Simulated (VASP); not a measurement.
# Mg3Cd5O8 (P1) in VASP: single point with HSE06

Aim: the single point of Mg3Cd5O8 with HSE06.

Program: VASP 6.6.1. These are calculated values, not measurements. Logs are shortened: lines on timing, memory, paths and dates and some standing lists are left out, and cuts for length are marked.

## Step 1: The cell of the first run

The typed cell holds 64 atoms: a = 9.076 Å, b = 9.076 Å, c = 9.076 Å, α = 90.00°, β = 90.00°, γ = 90.00°.

## Step 2: Single point, HSE06

The input, POSCAR:

```
Mg3Cd5O8
1.0
    9.0761150000      0.0000000000      0.0000000000
    0.0000000000      9.0761150000      0.0000000000
    0.0000000000      0.0000000000      9.0761150000
O Cd Mg
32 20 12
Direct
    0.2663030000      0.9872690000      0.9999640000
    0.2630220000      0.0117480000      0.4984080000
    0.2663410000      0.5128640000      0.9983810000
    0.2408450000      0.4890220000      0.5001480000
    0.7330420000      0.9989650000      0.0120170000
    0.7335460000      0.0007520000      0.4873830000
    0.7363950000      0.5016680000      0.9875800000
    0.7591340000      0.5001900000      0.5120520000
    0.0050520000      0.2513180000      0.0147390000
    0.0144690000      0.2600680000      0.4901040000
    0.0152550000      0.7482190000      0.9876410000
    0.0037540000      0.7361960000      0.5117100000
    0.4967830000      0.2483740000      0.0002160000
    0.4876260000      0.2409960000      0.4965640000
    0.4873530000      0.7519590000      0.9978760000
    0.4954640000      0.7656600000      0.5002560000
    0.9831600000      0.0153870000      0.2514600000
    0.9948890000      0.9884540000      0.7484960000
    0.9954840000      0.4862730000      0.2631760000
    0.9866340000      0.5064280000      0.7398360000
    0.5107110000      0.0160460000      0.2474870000
    0.5033320000      0.0160640000      0.7522500000
    0.5036920000      0.4826240000      0.2368040000
    0.5132980000      0.4866900000      0.7593930000
    0.2508910000      0.2494230000      0.2615770000
    0.2615760000      0.2507120000      0.7365000000
    0.2467500000      0.7508920000      0.2354560000
    0.2367220000      0.7489490000      0.7608260000
    0.7489760000      0.2397780000      0.2509030000
    0.7402720000      0.2620970000      0.7491500000
    0.7515500000      0.7651340000      0.2491170000
    0.7628760000      0.7368190000      0.7505740000
    0.9997530000      0.9976800000      0.0021590000
    0.9995810000      0.0012700000      0.4981950000
    0.0001900000      0.5011960000      0.9987500000
    0.5000890000      0.4952960000      0.5007900000
    0.2532310000      0.2500620000      0.0005570000
    0.2486880000      0.7503840000      0.5008500000
    0.7476470000      0.2500660000      0.0009060000
    0.7489300000      0.2501060000      0.4990280000
    0.7483730000      0.7505770000      0.9982110000
    0.7509780000      0.7509660000      0.5011630000
    0.2516420000      0.0026500000      0.2488130000
    0.2526000000      0.9995400000      0.7494150000
    0.2500070000      0.4980170000      0.2487320000
    0.2508060000      0.4998190000      0.7497320000
    0.7466640000      0.9997000000      0.7496530000
    0.7492580000      0.4979150000      0.2495990000
    0.0007270000      0.2521980000      0.7464670000
    0.9992140000      0.7496100000      0.2502900000
    0.4996470000      0.7542450000      0.2463480000
    0.5004080000      0.7498040000      0.7516270000
    0.0000560000      0.4967740000      0.5024790000
    0.4997200000      0.0048490000      0.0022030000
    0.4991410000      0.0087390000      0.4952100000
    0.5005960000      0.4954840000      0.9968850000
    0.2526690000      0.2502020000      0.4972240000
    0.2532400000      0.7500000000      0.9962530000
    0.7442180000      0.0061550000      0.2496150000
    0.7494800000      0.4993710000      0.7498670000
    0.9999320000      0.2503530000      0.2558520000
    0.9999300000      0.7433830000      0.7497590000
    0.4995470000      0.2469520000      0.2498480000
    0.5002330000      0.2503150000      0.7495780000
```

The input, INCAR.step1:

```
PREC = Accurate ; ENCUT = 520
EDIFF = 1E-5 ; ISMEAR = -1
SIGMA = 0.05 ; LREAL = Auto
LASPH = True ; NELM = 60
ALGO = Normal ; ISIF = 2
LWAVE = True ; LCHARG = False
GGA = PE ; NBANDS = 266
LUSENCCL = False
```

The input, INCAR.step2:

```
PREC = Accurate ; ENCUT = 520
EDIFF = 1E-6 ; ISMEAR = -1
SIGMA = 0.05 ; LREAL = Auto
LASPH = True ; NELM = 60
ALGO = Normal ; ISIF = 2
LWAVE = False ; LCHARG = False
GGA = PE ; LHFCALC = True
HFSCREEN = 0.2079 ; PRECFOCK = Fast
ISTART = 1 ; NBANDS = 266
LUSENCCL = False
```

The input, KPOINTS:

```
regular mesh
0
Gamma
  1 1 1
```

Potentials or basis: VASP PAW PBE potentials, release 64 (O, Cd, Mg).

On the command line:

```
> cat potpaw_PBE.64/O/POTCAR potpaw_PBE.64/Cd/POTCAR potpaw_PBE.64/Mg/POTCAR > POTCAR
> cp INCAR.step1 INCAR
> mpirun -np 1 vasp_gam > vasp.out
> cp INCAR.step2 INCAR
> mpirun -np 1 vasp_gam > vasp.out
```

OUTCAR:

```text
PREC = Accurate
   ENCUT = 520
   EDIFF = 1E-6
   ISMEAR = -1
   LREAL = Auto
   LASPH = True
   NELM = 60
   ISIF = 2
   GGA = PE
   LHFCALC = True
   HFSCREEN = 0.2079
   PRECFOCK = Fast
   ISTART = 1

 ion  position               nearest neighbor table
   1  0.266  0.987  1.000-  54 2.12  58 2.16  43 2.27  44 2.28  37 2.39  33 2.42
   2  0.263  0.012  0.498-  55 2.14  57 2.17  43 2.27  44 2.28  38 2.38  34 2.39
   3  0.266  0.513  0.998-  56 2.13  58 2.16  46 2.26  45 2.28  37 2.39  35 2.42
   4  0.241  0.489  0.500-  57 2.17  53 2.19  46 2.27  45 2.28  36 2.35  38 2.37
   5  0.733  0.999  0.012-  54 2.12  59 2.16  41 2.26  39 2.29  47 2.38  33 2.42
   6  0.734  0.001  0.487-  55 2.13  59 2.16  40 2.27  42 2.28  47 2.38  34 2.42
[... 76 lines left out ...]
  58  0.253  0.750  0.996-  15 2.12  28 2.14   3 2.16   1 2.16  11 2.16  27 2.17  52 3.16  44 3.19
                            51 3.19  46 3.19  62 3.21  33 3.22  54 3.22  35 3.22  56 3.22  45 3.24
  59  0.744  0.006  0.250-  29 2.12  21 2.12   5 2.16   6 2.16  17 2.17  31 2.19  63 3.12  55 3.15
                            54 3.16  39 3.16  40 3.17  51 3.19  61 3.21  33 3.23  34 3.23  42 3.25
  60  0.749  0.499  0.750-  24 2.15  30 2.16  20 2.16  32 2.16   8 2.16   7 2.16  62 3.17  56 3.18
                            53 3.20  64 3.20  49 3.20  36 3.20  52 3.21  41 3.21  35 3.21  40 3.21
  61  1.000  0.250  0.256-  10 2.13  17 2.14  19 2.14   9 2.19  25 2.28  29 2.28  34 3.15  53 3.16
                            57 3.17  40 3.17  45 3.20  48 3.20  43 3.21  59 3.21  33 3.25  39 3.26
  62  1.000  0.743  0.750-  28 2.15  32 2.15  20 2.16  12 2.16  11 2.16  18 2.22  35 3.15  53 3.17
                            46 3.17  60 3.17  42 3.19  38 3.19  58 3.21  41 3.21  33 3.25  44 3.27
  63  0.500  0.247  0.250-  21 2.10  23 2.14  14 2.24  25 2.26  29 2.26  13 2.27  55 3.10  59 3.12
                            54 3.14  43 3.16  57 3.17  37 3.18  39 3.19  40 3.20  36 3.20  45 3.21
  64  0.500  0.250  0.750-  22 2.13  24 2.15  26 2.17  30 2.18  13 2.28  14 2.30  56 3.16  36 3.17
                            55 3.18  47 3.19  37 3.20  54 3.20  60 3.20  44 3.20  39 3.20  46 3.20

  LATTYP: Found a simple cubic cell.
 ALAT       =     9.0761150000

  Lattice vectors:

 A1 = (   9.0761150000,   0.0000000000,   0.0000000000)
 A2 = (   0.0000000000,   9.0761150000,   0.0000000000)
 A3 = (   0.0000000000,   0.0000000000,   9.0761150000)

Analysis of symmetry for initial positions (statically):
=====================================================================
 Subroutine PRICEL returns:
 Original cell was already a primitive cell.

 Routine SETGRP: Setting up the symmetry group for a
 simple cubic supercell.

 Subroutine GETGRP returns: Found  1 space group operations
 (whereof  1 operations were pure point group operations)
 out of a pool of 48 trial point group operations.

The static configuration has the point symmetry C_1 .

Analysis of symmetry for dynamics (positions and initial velocities):
=====================================================================
 Subroutine PRICEL returns:
 Original cell was already a primitive cell.

 Routine SETGRP: Setting up the symmetry group for a
 simple cubic supercell.

 Subroutine GETGRP returns: Found  1 space group operations
 (whereof  1 operations were pure point group operations)
 out of a pool of 48 trial point group operations.

The dynamic configuration has the point symmetry C_1 .

 Subroutine INISYM returns: Found  1 space group operations
 (whereof  1 operations are pure point group operations),
 and found     1 'primitive' translations

----------------------------------------------------------------------------------------

                                     Primitive cell

  volume of cell :     747.6528

  direct lattice vectors                    reciprocal lattice vectors
     9.076115000  0.000000000  0.000000000     0.110179300  0.000000000  0.000000000
[... 161 lines left out ...]
 ===========================================

 Found      1 irreducible k-points:

 Following reciprocal coordinates:
            Coordinates               Weight
  0.000000  0.000000  0.000000      1.000000
   k-points           NKPTS =      1   k-points in BZ     NKDIM =      1   number of bands    NBANDS=    266
   number of dos      NEDOS =    301   number of ions     NIONS =     64
   total plane-waves  NPLWV = 343000
   dimension x,y,z NGX =    70 NGY =   70 NGZ =   70
   dimension x,y,z NGXF=   140 NGYF=  140 NGZF=  140
   ions per type =              32  20  12
   NGX,Y,Z   is equivalent  to a cutoff of  12.82, 12.82, 12.82 a.u.
   NGXF,Y,Z  is equivalent  to a cutoff of  25.64, 25.64, 25.64 a.u.
 SYSTEM =  unknown system
   PREC   = accura    normal or accurate (medium, high low for compatibility)
   ISTART =      1    job   : 0-new  1-cont  2-samecut
   ICHARG =      0    charge: 1-file 2-atom 10-const
   ISPIN  =      1    spin polarized calculation?
   LNONCOLLINEAR =      F non collinear calculations
   LSORBIT =      F    spin-orbit coupling
   LASPH  =      T    aspherical Exc in radial PAW
   ENCUT  =  520.0 eV  38.22 Ry    6.18 a.u.  16.88 16.88 16.88*2*pi/ulx,y,z
   NELM   =     60;   NELMIN=  2; NELMDL=  0     # of ELM steps
   EDIFF  = 0.1E-05   stopping-criterion for ELM
   LREAL  =      T    real-space projection
   EDIFFG = 0.1E-04   stopping-criterion for IOM
   NSW    =      0    number of steps for IOM
   IBRION =     -1    ionic relax: 0-MD 1-quasi-New 2-CG
   NFREE  =      0    steps in history (QN), initial steepest desc. (CG)
   ISIF   =      2    stress and relaxation
   ISYM   =      3    0-nonsym 1-usesym 2-fastsym
   POTIM  = 0.5000    time-step for ionic-motion
   TEBEG  =    0.0;   TEEND  =   0.0 temperature during run
   PSTRESS=    0.0 pullay stress
   NELECT =     456.0000    total number of electrons
   NUPDOWN=      -1.0000    fix difference up-down
   EMIN   =  10.00;   EMAX   =-10.00  energy-range for DOS
   EFERMI =   0.00;   METHOD = LEGACY
   ISMEAR =    -1;   SIGMA  =   0.05  broadening in eV -4-tet -1-fermi 0-gaus
   EFERMI_NEDOS =   21; number of points for ismear=-14 and -15
   IALGO  =     38    algorithm
   IMIX   =      1    mixing-type and parameters
     AMIX     =   0.40;   BMIX     =  1.00
     AMIX_MAG =   1.60;   BMIX_MAG =  1.00
  volume/ion in A,a.u.               =      11.68        78.83
  Fermi-wavevector in a.u.,A,eV,Ry     =   1.388342  2.623586 26.225140  1.927493
  Thomas-Fermi vector in A             =   2.512477
   LORBIT       =      0    0 simple, 1 ext, 2 COOP (PROOUT), +10 PAW based schemes
   GGA     = PE    functional components
   LHFCALC =     T    Hartree Fock is set to
   PRECFOCK=fast      Normal, Fast or Accurate (Low or Medium for compatibility)
   ENCUT4O =  -1.0   cutoff for four orbital integrals eV
   NKREDX  =     1    reduce k-point grid by
   NKREDY  =     1    reduce k-point grid by
   NKREDZ  =     1    reduce k-point grid by
   AEXX    =    0.2500 exact exchange contribution
   HFSCREEN=    0.2079 screening length (either q_TF or 0.3 A-1)
   HFSCREENC=   0.2079 screening length for correlation (either q_TF or 0.3 A-1)
   ENCUTFOCK=  -1.0 apply spherical cutoff to Coloumb kernel
   IVDW    =     0    specifies the selected vdW correction
   LEPSILON=     F    determine dielectric tensor
   LRPA    =     F    only Hartree local field effects (RPA)
 non-spin polarized calculation
  energy-cutoff  :      520.00
  volume of cell :      747.65
 maximum number of plane-waves:     10003
 NGX is ok and might be reduce to    70
  NGX = 36; NGY = 36; NGZ = 36

 number of electron     456.0000033 magnetization

 Free energy of the ion-electron system (eV)
  ---------------------------------------------------
  ext. energy  EPLUGINS =         0.00000000
  ---------------------------------------------------
  free energy    TOTEN  =      -366.07011480 eV

  energy without entropy =     -366.07011447  energy(sigma->0) =     -366.07011463

 E-fermi :   2.7936     XC(G=0):  -9.3902

 val. band max:        1.9516005663   @ k =   0.0000   0.0000   0.0000
 cond. band min:       3.6022137834   @ k =   0.0000   0.0000   0.0000
 fundamental gap:      1.6506132171
 Fermi energy:         2.7936295577

 k-point     1 :       0.0000    0.0000    0.0000
  band No.  band energies     occupation
      1     -17.6127      2.00000
      2     -17.2381      2.00000
      3     -17.1855      2.00000
      4     -17.1202      2.00000
      5     -17.1134      2.00000
      6     -17.0719      2.00000
[... 232 lines left out ...]
    239       8.0504      0.00000
    240       8.1817      0.00000
 [bands above 240 left out]

------------------------ aborting loop because EDIFF is reached ----------------------------------------

  FORCE on cell =-STRESS in cart. coord.  units (eV):
  Direction    XX          YY          ZZ          XY          YZ          ZX
  --------------------------------------------------------------------------------------
  -------------------------------------------------------------------------------------
  Total        5.9100915      6.5893436      6.9168973     -0.2538332     -0.9438034     -0.1160089
  in kB       12.6649891     14.1205875     14.8225163     -0.5439500     -2.0225169     -0.2486006
  external PRESSURE =      13.8693643 kB  Pullay stress =       0.0000000 kB

 VOLUME and BASIS-vectors are now :
 -----------------------------------------------------------------------------
  energy-cutoff  :      520.00
  volume of cell :      747.65
      direct lattice vectors                 reciprocal lattice vectors
     9.076115000  0.000000000  0.000000000     0.110179300  0.000000000  0.000000000
     0.000000000  9.076115000  0.000000000     0.000000000  0.110179300  0.000000000
     0.000000000  0.000000000  9.076115000     0.000000000  0.000000000  0.110179300

 POSITION                                       TOTAL-FORCE (eV/Angst)
 -----------------------------------------------------------------------------------
      2.41700      8.96057      9.07579         0.088647     -0.068184      0.007484
      2.38722      0.10663      4.52361         0.051342      0.022127     -0.007656
      2.41734      4.65481      9.06142         0.090156      0.070100      0.003591
      2.18594      4.43842      4.53940         0.021789     -0.017035     -0.003595
      6.65317      9.06672      0.10907        -0.090954     -0.028682      0.051378
      6.65775      0.00683      4.42354        -0.083934     -0.020795     -0.048869
[... 56 lines left out ...]
      4.53395      2.24136      2.26765         0.008143     -0.089934      0.014809
      4.54017      2.27189      6.80326         0.003136      0.000878     -0.001557
 -----------------------------------------------------------------------------------
    total drift:                               -0.001385      0.006633      0.006954

  FREE ENERGIE OF THE ION-ELECTRON SYSTEM (eV)
  ---------------------------------------------------
  free  energy   TOTEN  =      -366.0701147975 eV

  energy  without entropy=     -366.0701144654  energy(sigma->0) =     -366.07011463
```

Wall time 9.8 min (1 × NVIDIA H100 80GB with 1 thread of AMD EPYC 7R13 (Zen 3), shared host); peak memory 1.6 GiB.

Results:

```
Free energy            : -366.0701 eV
Pressure               : 1.4 GPa
Largest force          : 0.133 eV/Å
Band gap on the k mesh : 1.65 eV
```

Forces in eV/Å, atoms in the order of the input:
```
O    0.089 -0.068  0.007
O    0.051  0.022 -0.008
O    0.090  0.070  0.004
O    0.022 -0.017 -0.004
O   -0.091 -0.029  0.051
O   -0.084 -0.021 -0.049
O   -0.062  0.032 -0.035
O   -0.020  0.021  0.038
O    0.045  0.011  0.000
O    0.091  0.017 -0.004
O    0.086 -0.015 -0.037
O    0.053 -0.034  0.029
O   -0.063 -0.014 -0.006
O   -0.089 -0.002 -0.011
O   -0.090 -0.006 -0.012
O   -0.039 -0.007  0.007
O   -0.087  0.061  0.014
O   -0.044  0.011 -0.011
O   -0.062 -0.044  0.035
O   -0.093 -0.025 -0.016
O    0.088  0.084 -0.007
O    0.058  0.076  0.015
O    0.053 -0.059 -0.011
O    0.083 -0.049  0.006
O   -0.024 -0.016  0.042
O   -0.018  0.002 -0.041
O   -0.050  0.002 -0.042
O   -0.072  0.001  0.038
O    0.028 -0.050  0.005
O    0.029  0.041 -0.002
O    0.045  0.037 -0.006
O    0.064 -0.039  0.016
Cd   0.002 -0.035  0.022
Cd  -0.004  0.036 -0.040
Cd   0.005  0.055 -0.049
Cd  -0.006 -0.120  0.046
Cd   0.086 -0.001  0.043
Cd  -0.040 -0.003  0.051
Cd  -0.107 -0.005  0.035
Cd  -0.033 -0.006 -0.035
Cd  -0.037 -0.004 -0.033
Cd   0.036 -0.012  0.045
Cd   0.089  0.060  0.006
Cd   0.069 -0.003  0.006
Cd  -0.002 -0.078  0.007
Cd  -0.008  0.012  0.002
Cd  -0.049 -0.005  0.000
Cd   0.014 -0.084 -0.002
Cd  -0.002  0.093 -0.090
Cd   0.001  0.016 -0.017
Cd  -0.008  0.091 -0.075
Cd  -0.013  0.006  0.074
Mg   0.002 -0.030  0.041
Mg   0.004  0.033  0.051
Mg  -0.001  0.117 -0.063
Mg   0.000 -0.031 -0.047
Mg   0.035 -0.003 -0.043
Mg   0.034  0.000 -0.040
Mg  -0.082  0.085  0.002
Mg   0.012  0.002 -0.004
Mg  -0.003  0.001  0.083
Mg   0.005 -0.089  0.004
Mg   0.008 -0.090  0.015
Mg   0.003  0.001 -0.002
```

Caveat: the k points lie up to 0.69 Å⁻¹ apart; the PAW data sets were made with another functional, which shifts forces and pressure a little. A k mesh can miss the band edges.
